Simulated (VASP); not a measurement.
# AlN (P6_3/mmc) in VASP: a series of runs

AlN is run at these levels: PBE; tasks: single point.

Everything below comes from runs of VASP 6.6.1. Logs are shortened: lines on timing, memory, paths and dates and some standing lists are left out, and cuts for length are marked.

### Step 1. The cell of the first run

The structure is hexagonal, space group P6_3/mmc (No. 194). Conventional cell: a = 3.231 Å, b = 3.231 Å, c = 3.936 Å, α = 90.00°, β = 90.00°, γ = 120.00°. Al (site symmetry -6m2) has 5 N at 1.87 to 1.97 Å within 2.5 Å. N (site symmetry -6m2) has 5 Al at 1.87 to 1.97 Å within 2.5 Å.

### Step 2. Single point, PBE

INCAR

```
ALGO = Normal ; EDIFF = 1E-7
ENCUT = 520 ; GGA = PE
ISIF = 2 ; ISMEAR = 0
LASPH = T ; LCHARG = F
LREAL = F ; LWAVE = F
NBANDS = 16 ; NELM = 80
PREC = Accurate ; SIGMA = 0.05
```

KPOINTS

```
k-points
0
Gamma
  9 9 6
```

POSCAR

```
AlN
1.0
    3.2306000000      0.0000000000      0.0000000000
   -1.6153000000      2.7977816695      0.0000000000
    0.0000000000      0.0000000000      3.9363000000
Al N
2 2
Direct
    0.3333333333      0.6666666667      0.7500000000
    0.6666666667      0.3333333333      0.2500000000
    0.3333333333      0.6666666667      0.2500000000
    0.6666666667      0.3333333333      0.7500000000
```

Potentials or basis: VASP PAW PBE potentials, release 64 (Al, N).

Run with:

```sh
$ cat potpaw_PBE.64/Al/POTCAR potpaw_PBE.64/N/POTCAR > POTCAR
$ mpirun -np 1 vasp_std > vasp.out
```

OUTCAR:

```text
EDIFF = 1E-7
   ENCUT = 520
   GGA = PE
   ISIF = 2
   ISMEAR = 0
   LASPH = T
   LREAL = F
   NELM = 80
   PREC = Accurate

 ion  position               nearest neighbor table
   1  0.333  0.667  0.750-   4 1.87   4 1.87   4 1.87   3 1.97   3 1.97   2 2.71   2 2.71   2 2.71
                             2 2.71   2 2.71   2 2.71
   2  0.667  0.333  0.250-   3 1.87   3 1.87   3 1.87   4 1.97   4 1.97   1 2.71   1 2.71   1 2.71
                             1 2.71   1 2.71   1 2.71
   3  0.333  0.667  0.250-   2 1.87   2 1.87   2 1.87   1 1.97   1 1.97
   4  0.667  0.333  0.750-   1 1.87   1 1.87   1 1.87   2 1.97   2 1.97

  LATTYP: Found a hexagonal cell.
 ALAT       =     3.2306000000
 C/A-ratio  =     1.2184423946

  Lattice vectors:

 A1 = (   3.2306000000,   0.0000000000,   0.0000000000)
 A2 = (  -1.6153000000,   2.7977816695,   0.0000000000)
 A3 = (   0.0000000000,   0.0000000000,   3.9363000000)

Analysis of symmetry for initial positions (statically):
=====================================================================
 Subroutine PRICEL returns:
 Original cell was already a primitive cell.

 Routine SETGRP: Setting up the symmetry group for a
 hexagonal supercell.

 Subroutine GETGRP returns: Found 24 space group operations
 (whereof 12 operations were pure point group operations)
 out of a pool of 24 trial point group operations.

The static configuration has the point symmetry D_3d.
 The point group associated with its full space group is D_6h.

Analysis of symmetry for dynamics (positions and initial velocities):
=====================================================================
 Subroutine PRICEL returns:
 Original cell was already a primitive cell.

 Routine SETGRP: Setting up the symmetry group for a
 hexagonal supercell.

 Subroutine GETGRP returns: Found 24 space group operations
 (whereof 12 operations were pure point group operations)
 out of a pool of 24 trial point group operations.

The dynamic configuration has the point symmetry D_3d.
 The point group associated with its full space group is D_6h.

 Subroutine INISYM returns: Found 24 space group operations
 (whereof 12 operations are pure point group operations),
 and found     1 'primitive' translations

----------------------------------------------------------------------------------------

                                     Primitive cell

  volume of cell :      35.5783

  direct lattice vectors                    reciprocal lattice vectors
     3.230600000  0.000000000  0.000000000     0.309540024  0.178713016  0.000000000
    -1.615300000  2.797781669  0.000000000     0.000000000  0.357426032  0.000000000
     0.000000000  0.000000000  3.936300000     0.000000000  0.000000000  0.254045677

  length of vectors
     3.230600000  3.230600000  3.936300000     0.357426032  0.357426032  0.254045677

  position of ions in fractional coordinates (direct lattice)
     0.333333333  0.666666667  0.750000000
     0.666666667  0.333333333  0.250000000
     0.333333333  0.666666667  0.250000000
     0.666666667  0.333333333  0.750000000

  ion indices of the primitive-cell ions
   primitive index   ion index
                 1           1
                 2           2
                 3           3
                 4           4

----------------------------------------------------------------------------------------

 KPOINTS: k-points

Automatic generation of k-mesh.
 Grid dimensions read from file:
 generate k-points for:    9    9    6

 Generating k-lattice:

  Cartesian coordinates                     Fractional coordinates (reciprocal lattice)
     0.034393336  0.019857002  0.000000000     0.111111111  0.000000000  0.000000000
     0.000000000  0.039714004  0.000000000     0.000000000  0.111111111  0.000000000
     0.000000000  0.000000000  0.042340946     0.000000000  0.000000000  0.166666667

  Length of vectors
     0.039714004  0.039714004  0.042340946

  Shift w.r.t. Gamma in fractional coordinates (k-lattice)
     0.000000000  0.000000000  0.000000000

 Subroutine IBZKPT returns following result:
 ===========================================

 Found     48 irreducible k-points:

 Following reciprocal coordinates:
            Coordinates               Weight
  0.000000  0.000000  0.000000      1.000000
  0.111111  0.000000  0.000000      6.000000
  0.222222 -0.000000  0.000000      6.000000
  0.333333 -0.000000  0.000000      6.000000
  0.444444 -0.000000  0.000000      6.000000
  0.111111  0.111111  0.000000      6.000000
[... 16 lines left out ...]
  0.333333  0.222222  0.166667     24.000000
  0.333333  0.333333  0.166667      4.000000
 [... further k-points ...]
   k-points           NKPTS =     48   k-points in BZ     NKDIM =     48   number of bands    NBANDS=     16
   number of dos      NEDOS =    301   number of ions     NIONS =      4
   total plane-waves  NPLWV =  17280
   dimension x,y,z NGX =    24 NGY =   24 NGZ =   30
   dimension x,y,z NGXF=    48 NGYF=   48 NGZF=   60
   ions per type =               2   2
   NGX,Y,Z   is equivalent  to a cutoff of  12.35, 12.35, 12.67 a.u.
   NGXF,Y,Z  is equivalent  to a cutoff of  24.70, 24.70, 25.34 a.u.
 SYSTEM =  unknown system
   PREC   = accura    normal or accurate (medium, high low for compatibility)
   ISTART =      0    job   : 0-new  1-cont  2-samecut
   ICHARG =      2    charge: 1-file 2-atom 10-const
   ISPIN  =      1    spin polarized calculation?
   LNONCOLLINEAR =      F non collinear calculations
   LSORBIT =      F    spin-orbit coupling
   LASPH  =      T    aspherical Exc in radial PAW
   ENCUT  =  520.0 eV  38.22 Ry    6.18 a.u.   6.01  6.01  7.32*2*pi/ulx,y,z
   NELM   =     80;   NELMIN=  2; NELMDL= -5     # of ELM steps
   EDIFF  = 0.1E-06   stopping-criterion for ELM
   LREAL  =      F    real-space projection
   EDIFFG = 0.1E-05   stopping-criterion for IOM
   NSW    =      0    number of steps for IOM
   IBRION =     -1    ionic relax: 0-MD 1-quasi-New 2-CG
   NFREE  =      0    steps in history (QN), initial steepest desc. (CG)
   ISIF   =      2    stress and relaxation
   ISYM   =      2    0-nonsym 1-usesym 2-fastsym
   POTIM  = 0.5000    time-step for ionic-motion
   TEBEG  =    0.0;   TEEND  =   0.0 temperature during run
   PSTRESS=    0.0 pullay stress
   NELECT =      16.0000    total number of electrons
   NUPDOWN=      -1.0000    fix difference up-down
   EMIN   =  10.00;   EMAX   =-10.00  energy-range for DOS
   EFERMI =   0.00;   METHOD = LEGACY
   ISMEAR =     0;   SIGMA  =   0.05  broadening in eV -4-tet -1-fermi 0-gaus
   EFERMI_NEDOS =   21; number of points for ismear=-14 and -15
   IALGO  =     38    algorithm
   IMIX   =      4    mixing-type and parameters
     AMIX     =   0.40;   BMIX     =  1.00
     AMIX_MAG =   1.60;   BMIX_MAG =  1.00
  volume/ion in A,a.u.               =       8.89        60.02
  Fermi-wavevector in a.u.,A,eV,Ry     =   1.254257  2.370201 21.404139  1.573160
  Thomas-Fermi vector in A             =   2.388070
   LORBIT       =      0    0 simple, 1 ext, 2 COOP (PROOUT), +10 PAW based schemes
   GGA     = PE    functional components
   LHFCALC =     F    Hartree Fock is set to
   AEXX    =    0.0000 exact exchange contribution
   IVDW    =     0    specifies the selected vdW correction
   LEPSILON=     F    determine dielectric tensor
   LRPA    =     F    only Hartree local field effects (RPA)
 non-spin polarized calculation
 Gauss-broadening in eV      SIGMA  =   0.05
  energy-cutoff  :      520.00
  volume of cell :       35.58
 maximum number of plane-waves:       976
   NGX = 13   NGY = 13   NGZ = 15

 number of electron      16.0000003 magnetization

 Free energy of the ion-electron system (eV)
  ---------------------------------------------------
  ext. energy  EPLUGINS =         0.00000000
  ---------------------------------------------------
  free energy    TOTEN  =       -28.96593416 eV

  energy without entropy =      -28.96593416  energy(sigma->0) =      -28.96593416

 E-fermi :   9.3891     XC(G=0): -11.6578

 val. band max:        9.1067911213   @ k =   0.0000   0.0000   0.0000
 cond. band min:      13.2627887833   @ k =   0.0000   0.0000   0.0000
 fundamental gap:      4.1559976619
 Fermi energy:         9.3890733372

 k-point     1 :       0.0000    0.0000    0.0000
  band No.  band energies     occupation
      1      -8.4597      2.00000
      2      -4.0592      2.00000
      3       1.7785      2.00000
      4       5.5192      2.00000
      5       5.5192      2.00000
      6       7.4860      2.00000
[... 8 lines left out ...]
     15      21.4862      0.00000
     16      21.4862      0.00000

 k-point     2 :       0.1111    0.0000    0.0000
  band No.  band energies     occupation
      1      -8.3061      2.00000
      2      -4.0746      2.00000
      3       1.9354      2.00000
      4       5.0347      2.00000
      5       5.2991      2.00000
      6       7.0309      2.00000
[... 8 lines left out ...]
     15      21.0967      0.00000
     16      21.8582      0.00000

 k-point     3 :       0.2222   -0.0000    0.0000
  band No.  band energies     occupation
      1      -7.8638      2.00000
      2      -4.1714      2.00000
      3       2.3929      2.00000
      4       3.9710      2.00000
      5       4.8561      2.00000
      6       6.1922      2.00000
[... 8 lines left out ...]
     15      20.4343      0.00000
     16      22.7435      0.00000

 k-point     4 :       0.3333   -0.0000    0.0000
  band No.  band energies     occupation
      1      -7.2012      2.00000
      2      -4.4629      2.00000
      3       2.9933      2.00000
      4       3.0975      2.00000
      5       4.4593      2.00000
      6       5.4708      2.00000
[... 8 lines left out ...]
     15      21.1168      0.00000
     16      23.5495      0.00000
[... 324 lines left out ...]
 k-point    22 :       0.2222    0.2222    0.1667
  band No.  band energies     occupation
      1      -6.6776      2.00000
      2      -4.7469      2.00000
      3       2.4658      2.00000
      4       2.7795      2.00000
      5       4.7222      2.00000
      6       5.2939      2.00000
[... 8 lines left out ...]
     15      22.0539      0.00000
     16      23.7229      0.00000

 k-point    23 :       0.3333    0.2222    0.1667
  band No.  band energies     occupation
      1      -6.0518      2.00000
      2      -5.1027      2.00000
      3       2.1045      2.00000
      4       2.9812      2.00000
      5       3.8943      2.00000
      6       5.8217      2.00000
[... 8 lines left out ...]
     15      21.9438      0.00000
     16      23.7546      0.00000

 k-point    24 :       0.3333    0.3333    0.1667
  band No.  band energies     occupation
      1      -5.5240      2.00000
      2      -5.5240      2.00000
      3       2.0131      2.00000
      4       3.3182      2.00000
      5       3.3182      2.00000
      6       6.1759      2.00000
[... 8 lines left out ...]
     15      21.2233      0.00000
     16      23.6821      0.00000

 [... further k-points ...]
[... 5 lines left out ...]
  --------------------------------------------------------------------------------------
  -------------------------------------------------------------------------------------
  Total        5.6906327      5.6906327      7.3859771      0.0000000      0.0000000     -0.0000000
  in kB      256.2630168    256.2630168    332.6084977      0.0000000      0.0000000     -0.0000000
  external PRESSURE =     281.7115105 kB  Pullay stress =       0.0000000 kB

 VOLUME and BASIS-vectors are now :
 -----------------------------------------------------------------------------
  energy-cutoff  :      520.00
  volume of cell :       35.58
      direct lattice vectors                 reciprocal lattice vectors
     3.230600000  0.000000000  0.000000000     0.309540024  0.178713016  0.000000000
    -1.615300000  2.797781669  0.000000000     0.000000000  0.357426032  0.000000000
     0.000000000  0.000000000  3.936300000     0.000000000  0.000000000  0.254045677

 POSITION                                       TOTAL-FORCE (eV/Angst)
 -----------------------------------------------------------------------------------
     -0.00000      1.86519      2.95223        -0.000000     -0.000000      0.000000
      1.61530      0.93259      0.98408         0.000000      0.000000      0.000000
     -0.00000      1.86519      0.98408         0.000000     -0.000000      0.000000
      1.61530      0.93259      2.95223        -0.000000      0.000000      0.000000
 -----------------------------------------------------------------------------------
    total drift:                               -0.000000      0.000000      0.000000

  FREE ENERGIE OF THE ION-ELECTRON SYSTEM (eV)
  ---------------------------------------------------
  free  energy   TOTEN  =       -28.9659341618 eV

  energy  without entropy=      -28.9659341618  energy(sigma->0) =      -28.96593416
```

Run time: 8.4 s. Hardware: 1 thread of Intel Xeon 6975P-C (Granite Rapids), shared host; peak memory 0.15 GiB.

What came out:

| Item | Value |
| --- | --- |
| Free energy | -28.9659 eV |
| Pressure | 28.2 GPa |
| Band gap on the k mesh | 4.16 eV, direct |

Stress tensor (GPa, compression positive):
```
25.63  0.00  0.00
 0.00 25.63  0.00
 0.00  0.00 33.26
```

### Step 3. Single point, PBE

This run uses another cell than the first one, of 8.76 Å³/atom, 0.985 times its volume.

INCAR

```
  PREC = Accurate
  ENCUT = 520
  EDIFF = 1E-7
  ISMEAR = 0
  SIGMA = 0.05
  LREAL = False
  LASPH = True
  NELM = 100
  ALGO = Normal
  ISIF = 2
  LWAVE = False
  LCHARG = False
  GGA = PE
  NBANDS = 16
```

KPOINTS

```
regular mesh
0
Gamma
  9 9 6
```

POSCAR

```
AlN
1.0
    3.3134793403      0.0000000000      0.0000000000
   -1.6567396702      2.8695572836      0.0000000000
    0.0000000000      0.0000000000      3.6851000000
Al N
2 2
Direct
    0.3333333333      0.6666666667      0.7500000000
    0.6666666667      0.3333333333      0.2500000000
    0.3333333333      0.6666666667      0.2500000000
    0.6666666667      0.3333333333      0.7500000000
```

Potentials or basis: VASP PAW PBE potentials, release 64 (Al, N).

Run with:

```sh
$ cat potpaw_PBE.64/Al/POTCAR potpaw_PBE.64/N/POTCAR > POTCAR
$ mpirun -np 1 vasp_std > vasp.out
```

Run time: 12 s. Hardware: 1 thread of Intel Xeon 6975P-C (Granite Rapids), shared host; peak memory 0.15 GiB.

It converged, with:

```yaml
Free_energy: -28.4904 eV
Pressure: 37.7 GPa
Band_gap_on_the_k_mesh: 4.37 eV, direct
```

Stress tensor (GPa, compression positive):
```
20.98  0.00  0.00
 0.00 20.98  0.00
 0.00  0.00 71.22
```

Levels at points of the mesh, in eV from the valence-band top:
| k point | band 6 | band 7 | band 8 | band 9 | band 10 | band 11 |
| --- | --- | --- | --- | --- | --- | --- |
| (0.00, 0.00, 0.00) | -1.08 | -1.08 | 0.00 | 4.37 | 5.83 | 8.97 |
| (0.00, 0.00, 0.50) | -2.37 | -2.37 | -2.37 | 6.80 | 6.80 | 8.75 |
